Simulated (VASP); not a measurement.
# TaN (P-6m2) in VASP: notebook

The runs below take TaN through single point, with PBEsol+D4.

Program: VASP 6.6.1. These are calculated values, not measurements. Logs are shortened: lines on timing, memory, paths and dates and some standing lists are left out, and cuts for length are marked.

## Step 1: The cell of the first run

It takes space group P-6m2 (No. 187, hexagonal). Conventional cell: a = 2.938 Å, b = 2.938 Å, c = 2.883 Å, α = 90.00°, β = 90.00°, γ = 120.00°. Ta (site symmetry -6m2) has 6 N at 2.23 Å and 2 Ta at 2.88 Å within 2.9 Å. N (site symmetry -6m2) has 6 Ta at 2.23 Å and 2 N at 2.88 Å within 2.9 Å.

## Step 2: Single point, PBEsol+D4

INCAR reads:

```
ALGO = Normal ; EDIFF = 1E-6
ENCUT = 520 ; GGA = PS
ISIF = 2 ; ISMEAR = -1
IVDW = 13 ; LASPH = T
LCHARG = F ; LREAL = F
LWAVE = F ; NBANDS = 15
NELM = 100 ; PREC = Accurate
SIGMA = 0.05
```

KPOINTS reads:

```
k-points
0
Gamma
  3 3 3
```

POSCAR reads:

```
TaN
1.0
    2.9380000000      0.0000000000      0.0000000000
   -1.4690000000      2.5443826400      0.0000000000
    0.0000000000      0.0000000000      2.8830000000
Ta N
1 1
Direct
    0.3333333300      0.6666666700      0.5000000000
    0.0000000000      0.0000000000      0.0000000000
```

Potentials or basis: VASP PAW PBE potentials, release 64 (Ta_pv, N).

On the command line:

```sh
> cat potpaw_PBE.64/Ta_pv/POTCAR potpaw_PBE.64/N/POTCAR > POTCAR
> mpirun -np 1 vasp_std > vasp.out
```

OUTCAR:

```text
EDIFF = 1E-6
   ENCUT = 520
   GGA = PS
   ISIF = 2
   ISMEAR = -1
   IVDW = 13
   LASPH = T
   LREAL = F
   NELM = 100
   PREC = Accurate

 ion  position               nearest neighbor table
   1  0.333  0.667  0.500-   2 2.23   2 2.23   2 2.23   2 2.23   2 2.23   2 2.23
   2  0.000  0.000  0.000-   1 2.23   1 2.23   1 2.23   1 2.23   1 2.23   1 2.23

  LATTYP: Found a hexagonal cell.
 ALAT       =     2.9380000000
 C/A-ratio  =     0.9812797822

  Lattice vectors:

 A1 = (   2.9380000000,   0.0000000000,   0.0000000000)
 A2 = (  -1.4690000000,   2.5443826400,   0.0000000000)
 A3 = (   0.0000000000,   0.0000000000,   2.8830000000)

Analysis of symmetry for initial positions (statically):
=====================================================================
 Subroutine PRICEL returns:
 Original cell was already a primitive cell.

 Routine SETGRP: Setting up the symmetry group for a
 hexagonal supercell.

 Subroutine GETGRP returns: Found 12 space group operations
 (whereof 12 operations were pure point group operations)
 out of a pool of 24 trial point group operations.

The static configuration has the point symmetry D_3h.

Analysis of symmetry for dynamics (positions and initial velocities):
=====================================================================
 Subroutine PRICEL returns:
 Original cell was already a primitive cell.

 Routine SETGRP: Setting up the symmetry group for a
 hexagonal supercell.

 Subroutine GETGRP returns: Found 12 space group operations
 (whereof 12 operations were pure point group operations)
 out of a pool of 24 trial point group operations.

The dynamic configuration has the point symmetry D_3h.

 Subroutine INISYM returns: Found 12 space group operations
 (whereof 12 operations are pure point group operations),
 and found     1 'primitive' translations

----------------------------------------------------------------------------------------

                                     Primitive cell

  volume of cell :      21.5516

  direct lattice vectors                    reciprocal lattice vectors
     2.938000000  0.000000000  0.000000000     0.340367597  0.196511323  0.000000000
    -1.469000000  2.544382640  0.000000000     0.000000000  0.393022647  0.000000000
     0.000000000  0.000000000  2.883000000     0.000000000  0.000000000  0.346860909

  length of vectors
     2.938000000  2.938000003  2.883000000     0.393022647  0.393022647  0.346860909

  position of ions in fractional coordinates (direct lattice)
     0.333333330  0.666666670  0.500000000
     0.000000000  0.000000000  0.000000000

  ion indices of the primitive-cell ions
   primitive index   ion index
                 1           1
                 2           2

----------------------------------------------------------------------------------------

 KPOINTS: k-points

Automatic generation of k-mesh.
 Grid dimensions read from file:
 generate k-points for:    3    3    3

 Generating k-lattice:

  Cartesian coordinates                     Fractional coordinates (reciprocal lattice)
     0.113455866  0.065503774  0.000000000     0.333333333  0.000000000  0.000000000
     0.000000000  0.131007549  0.000000000     0.000000000  0.333333333  0.000000000
     0.000000000  0.000000000  0.115620303     0.000000000  0.000000000  0.333333333

  Length of vectors
     0.131007549  0.131007549  0.115620303

  Shift w.r.t. Gamma in fractional coordinates (k-lattice)
     0.000000000  0.000000000  0.000000000

 Subroutine IBZKPT returns following result:
 ===========================================

 Found      6 irreducible k-points:

 Following reciprocal coordinates:
            Coordinates               Weight
  0.000000  0.000000  0.000000      1.000000
  0.333333  0.000000  0.000000      6.000000
  0.333333  0.333333  0.000000      2.000000
  0.000000  0.000000  0.333333      2.000000
  0.333333  0.000000  0.333333     12.000000
  0.333333  0.333333  0.333333      4.000000
   k-points           NKPTS =      6   k-points in BZ     NKDIM =      6   number of bands    NBANDS=     15
   number of dos      NEDOS =    301   number of ions     NIONS =      2
   total plane-waves  NPLWV =  13824
   dimension x,y,z NGX =    24 NGY =   24 NGZ =   24
   dimension x,y,z NGXF=    48 NGYF=   48 NGZF=   48
   ions per type =               1   1
   NGX,Y,Z   is equivalent  to a cutoff of  13.58, 13.58, 13.84 a.u.
   NGXF,Y,Z  is equivalent  to a cutoff of  27.16, 27.16, 27.68 a.u.
 SYSTEM =  unknown system
   PREC   = accura    normal or accurate (medium, high low for compatibility)
   ISTART =      0    job   : 0-new  1-cont  2-samecut
   ICHARG =      2    charge: 1-file 2-atom 10-const
   ISPIN  =      1    spin polarized calculation?
   LNONCOLLINEAR =      F non collinear calculations
   LSORBIT =      F    spin-orbit coupling
   LASPH  =      T    aspherical Exc in radial PAW
   ENCUT  =  520.0 eV  38.22 Ry    6.18 a.u.   5.46  5.46  5.36*2*pi/ulx,y,z
   NELM   =    100;   NELMIN=  2; NELMDL= -5     # of ELM steps
   EDIFF  = 0.1E-05   stopping-criterion for ELM
   LREAL  =      F    real-space projection
   EDIFFG = 0.1E-04   stopping-criterion for IOM
   NSW    =      0    number of steps for IOM
   IBRION =     -1    ionic relax: 0-MD 1-quasi-New 2-CG
   NFREE  =      0    steps in history (QN), initial steepest desc. (CG)
   ISIF   =      2    stress and relaxation
   ISYM   =      2    0-nonsym 1-usesym 2-fastsym
   POTIM  = 0.5000    time-step for ionic-motion
   TEBEG  =    0.0;   TEEND  =   0.0 temperature during run
   PSTRESS=    0.0 pullay stress
   NELECT =      16.0000    total number of electrons
   NUPDOWN=      -1.0000    fix difference up-down
   EMIN   =  10.00;   EMAX   =-10.00  energy-range for DOS
   EFERMI =   0.00;   METHOD = LEGACY
   ISMEAR =    -1;   SIGMA  =   0.05  broadening in eV -4-tet -1-fermi 0-gaus
   EFERMI_NEDOS =   21; number of points for ismear=-14 and -15
   IALGO  =     38    algorithm
   IMIX   =      4    mixing-type and parameters
     AMIX     =   0.40;   BMIX     =  1.00
     AMIX_MAG =   1.60;   BMIX_MAG =  1.00
  volume/ion in A,a.u.               =      10.78        72.72
  Fermi-wavevector in a.u.,A,eV,Ry     =   1.482365  2.801264 29.897531  2.197407
  Thomas-Fermi vector in A             =   2.596160
   LORBIT       =      0    0 simple, 1 ext, 2 COOP (PROOUT), +10 PAW based schemes
   GGA     = PS    functional components
   LHFCALC =     F    Hartree Fock is set to
   AEXX    =    0.0000 exact exchange contribution
   IVDW    =    13    specifies the selected vdW correction
   LEPSILON=     F    determine dielectric tensor
   LRPA    =     F    only Hartree local field effects (RPA)
 non-spin polarized calculation
  energy-cutoff  :      520.00
  volume of cell :       21.55
 maximum number of plane-waves:       599
 NGX is ok and might be reduce to    24
   NGX = 11   NGY = 11   NGZ = 11

 number of electron      16.0000001 magnetization

 Free energy of the ion-electron system (eV)
  ---------------------------------------------------
  ext. energy  EPLUGINS =         0.00000000
  ---------------------------------------------------
  free energy    TOTEN  =       -23.47841977 eV

  energy without entropy =      -23.46474394  energy(sigma->0) =      -23.47158186

 E-fermi :   8.3460     XC(G=0): -13.5017

 val. band max:        8.3257310448   @ k =   0.0000   0.0000   0.3333
 cond. band min:       9.0567497301   @ k =   0.0000   0.0000   0.3333
 fundamental gap:      0.7310186853
 Fermi energy:         8.3459808077

 k-point     1 :       0.0000    0.0000    0.0000
  band No.  band energies     occupation
      1     -26.7648      2.00000
      2     -26.3700      2.00000
      3     -26.3700      2.00000
      4      -9.6185      2.00000
      5       3.5697      2.00000
      6       3.5697      2.00000
      7       3.8252      2.00000
      8       5.2179      2.00000
      9      10.3079      0.00000
     10      11.7367      0.00000
     11      11.7367      0.00000
     12      12.0511      0.00000
     13      12.0511      0.00000
     14      21.0986      0.00000
     15      21.5672      0.00000

 k-point     2 :       0.3333    0.0000    0.0000
  band No.  band energies     occupation
      1     -27.1673      2.00000
      2     -26.6575      2.00000
      3     -26.5474      2.00000
      4      -7.9138      2.00000
      5       0.4747      2.00000
      6       3.3805      2.00000
      7       4.6787      2.00000
      8       4.9693      2.00000
      9      10.6625      0.00000
     10      11.2874      0.00000
     11      12.6426      0.00000
     12      13.2618      0.00000
     13      14.3729      0.00000
     14      21.3679      0.00000
     15      21.6217      0.00000

 k-point     3 :       0.3333    0.3333    0.0000
  band No.  band energies     occupation
      1     -27.1508      2.00000
      2     -27.0466      2.00000
      3     -26.6032      2.00000
      4      -6.8927      2.00000
      5       0.4726      2.00000
      6       2.3918      2.00000
      7       2.9519      2.00000
      8       8.2766      1.60045
      9       9.1122      0.00000
     10       9.6275      0.00000
     11      10.6263      0.00000
     12      15.6538      0.00000
     13      20.4182      0.00000
     14      21.5332      0.00000
     15      22.2243      0.00000

 k-point     4 :       0.0000    0.0000    0.3333
  band No.  band energies     occupation
      1     -27.4759      2.00000
      2     -26.3083      2.00000
      3     -26.3083      2.00000
      4      -7.7633      2.00000
      5      -0.0401      2.00000
      6       4.2009      2.00000
      7       4.2009      2.00000
      8       8.3257      1.19977
      9       8.3257      1.19977
     10       9.0567      0.00000
     11      12.1748      0.00000
     12      12.1748      0.00000
     13      13.2341      0.00000
     14      20.5278      0.00000
     15      21.5100      0.00000

 k-point     5 :       0.3333    0.0000    0.3333
  band No.  band energies     occupation
      1     -27.3019      2.00000
      2     -27.0494      2.00000
      3     -26.4758      2.00000
      4      -7.5054      2.00000
      5       0.5651      2.00000
      6       2.5922      2.00000
      7       3.2173      2.00000
      8       6.6504      2.00000
      9      10.8864      0.00000
     10      11.1643      0.00000
     11      12.9316      0.00000
     12      14.3916      0.00000
     13      17.3247      0.00000
     14      21.0116      0.00000
     15      21.5050      0.00000

 k-point     6 :       0.3333    0.3333    0.3333
  band No.  band energies     occupation
      1     -27.2092      2.00000
      2     -27.0298      2.00000
      3     -26.9511      2.00000
      4      -7.3656      2.00000
      5       0.3761      2.00000
      6       1.7941      2.00000
      7       3.2125      2.00000
      8       7.6315      2.00000
      9      11.8687      0.00000
     10      12.7197      0.00000
     11      14.0638      0.00000
     12      14.4349      0.00000
     13      17.5956      0.00000
     14      20.4881      0.00000
     15      21.5017      0.00000

------------------------ aborting loop because EDIFF is reached ----------------------------------------

  DFT-D4 for vdW energy calculation

  Edisp (eV):   -0.35737

  FORCE on cell =-STRESS in cart. coord.  units (eV):
  Direction    XX          YY          ZZ          XY          YZ          ZX
  --------------------------------------------------------------------------------------
  -------------------------------------------------------------------------------------
  Total      -0.16618    -0.16618    -0.96893     0.00000    -0.00000     0.00000
  in kB     -12.35420   -12.35420   -72.03143     0.00000    -0.00000     0.00000
  external pressure =      -32.25 kB  Pullay stress =        0.00 kB

 VOLUME and BASIS-vectors are now :
 -----------------------------------------------------------------------------
  energy-cutoff  :      520.00
  volume of cell :       21.55
      direct lattice vectors                 reciprocal lattice vectors
     2.938000000  0.000000000  0.000000000     0.340367597  0.196511323  0.000000000
    -1.469000000  2.544382640  0.000000000     0.000000000  0.393022647  0.000000000
     0.000000000  0.000000000  2.883000000     0.000000000  0.000000000  0.346860909

 POSITION                                       TOTAL-FORCE (eV/Angst)
 -----------------------------------------------------------------------------------
     -0.00000      1.69626      1.44150        -0.000000      0.000000      0.000000
      0.00000      0.00000      0.00000         0.000000     -0.000000      0.000000
 -----------------------------------------------------------------------------------
    total drift:                                0.000003     -0.000002     -0.000000

  FREE ENERGIE OF THE ION-ELECTRON SYSTEM (eV)
  ---------------------------------------------------
  free  energy   TOTEN  =       -23.8357881206 eV

  energy  without entropy=      -23.8221122922  energy(sigma->0) =      -23.82895021
```

Wall time 6.3 s (1 thread of AMD EPYC 7R13, shared host); peak memory 0.11 GiB.

Results:

| Property | Result |
| --- | --- |
| Free energy | -23.8358 eV |
| Pressure | -3.2 GPa |
| Band gap on the k mesh | zero (filled and empty bands touch) |
| Dispersion energy per atom | -0.179 eV |

Stress tensor (GPa, compression positive):
```
-1.24  0.00  0.00
 0.00 -1.24  0.00
 0.00  0.00 -7.20
```

Caveat: the k points lie up to 0.82 Å⁻¹ apart; the PAW data sets were made with another functional, which shifts forces and pressure a little; spin-orbit coupling is left out, which moves the levels of the heavy elements; pairwise dispersion overbinds metals, which lowers pressure and volume.

## Step 3: Single point, PBEsol+D4

INCAR reads:

```
PREC     = Accurate       # precision mode
ENCUT    = 520            # plane-wave cutoff, eV
EDIFF    = 1E-7           # SCF threshold, eV
ISMEAR   = -1             # smearing method
SIGMA    = 0.05           # smearing width, eV
LREAL    = False          # projectors in reciprocal space
LASPH    = True           # aspherical terms in the spheres
NELM     = 60             # most SCF steps
ALGO     = Normal         # electronic algorithm
ISIF     = 2              # what is computed and relaxed
LWAVE    = False          # write WAVECAR
LCHARG   = True           # write CHGCAR
GGA      = PS             # functional
IVDW     = 13             # dispersion correction
LELF     = True           # ELF
LVHAR    = True         
NBANDS   = 15             # bands
```

KPOINTS reads:

```
regular mesh
0
Gamma
  4 4 4
```

POSCAR is that of step 2.

Potentials or basis: VASP PAW PBE potentials, release 64 (Ta_pv, N).

On the command line:

```sh
> cat potpaw_PBE.64/Ta_pv/POTCAR potpaw_PBE.64/N/POTCAR > POTCAR
> mpirun -np 1 vasp_std > vasp.out
```

It took 9.3 s on 1 thread of AMD EPYC 7R13, shared host; peak memory 0.11 GiB.

The run converged. Its results:

- Free energy: -24.0913 eV
- Pressure: -6.1 GPa
- Band gap on the k mesh: zero (filled and empty bands touch)
- Dispersion energy per atom: -0.179 eV

Stress tensor (GPa, compression positive):
```
-5.45  0.00  0.00
 0.00 -5.45  0.00
 0.00  0.00 -7.49
```

Levels at points of the mesh, in eV from the Fermi level:
| k point | band 5 | band 6 | band 7 | band 8 | band 9 | band 10 | band 11 | band 12 |
| --- | --- | --- | --- | --- | --- | --- | --- | --- |
| (0.00, 0.00, 0.00) | -4.46 | -4.46 | -4.11 | -2.80 | 2.33 | 3.70 | 3.70 | 4.09 |
| (0.50, 0.00, 0.00) | -8.20 | -5.09 | -3.39 | -3.05 | 3.10 | 4.16 | 5.32 | 5.40 |
| (0.00, 0.00, 0.50) | -9.28 | -3.63 | -3.63 | 0.00 | 0.00 | 2.56 | 3.42 | 3.42 |
| (0.50, 0.00, 0.50) | -7.24 | -6.09 | -5.58 | -0.25 | 4.27 | 5.46 | 6.19 | 7.21 |

Caveat: the k points lie up to 0.62 Å⁻¹ apart; the PAW data sets were made with another functional, which shifts forces and pressure a little; spin-orbit coupling is left out, which moves the levels of the heavy elements; pairwise dispersion overbinds metals, which lowers pressure and volume.

## Step 4: Single point, PBEsol+D4

INCAR reads:

```
ALGO = Normal ; EDIFF = 1E-7
ENCUT = 520 ; GGA = PS
ISIF = 2 ; ISMEAR = -1
IVDW = 13 ; LASPH = T
LCHARG = F ; LREAL = F
LWAVE = F ; NBANDS = 15
NELM = 80 ; PREC = Accurate
SIGMA = 0.05
```

KPOINTS reads:

```
k-points
0
Gamma
  5 5 5
```

POSCAR is that of step 3.

On the command line:

```sh
> cat potpaw_PBE.64/Ta_pv/POTCAR potpaw_PBE.64/N/POTCAR > POTCAR
> mpirun -np 1 vasp_std > vasp.out
```

Run time: 12 s. Hardware: 1 thread of AMD EPYC 7R13, shared host; peak memory 0.11 GiB.

The run converged. Its results:

```
Free energy                : -24.1733 eV
Pressure                   : -6.9 GPa
Band gap on the k mesh     : zero (filled and empty bands touch)
Dispersion energy per atom : -0.179 eV
```

Stress tensor (GPa, compression positive):
```
-6.55  0.00  0.00
 0.00 -6.55  0.00
 0.00  0.00 -7.68
```

Levels at points of the mesh, in eV from the Fermi level:
| k point | band 6 | band 7 | band 8 | band 9 | band 10 | band 11 |
| --- | --- | --- | --- | --- | --- | --- |
| (0.00, 0.00, 0.00) | -4.54 | -4.20 | -2.88 | 2.24 | 3.62 | 3.62 |

Caveat: the k points lie up to 0.49 Å⁻¹ apart; the PAW data sets were made with another functional, which shifts forces and pressure a little; spin-orbit coupling is left out, which moves the levels of the heavy elements; pairwise dispersion overbinds metals, which lowers pressure and volume.

[end of part 1 of 2]
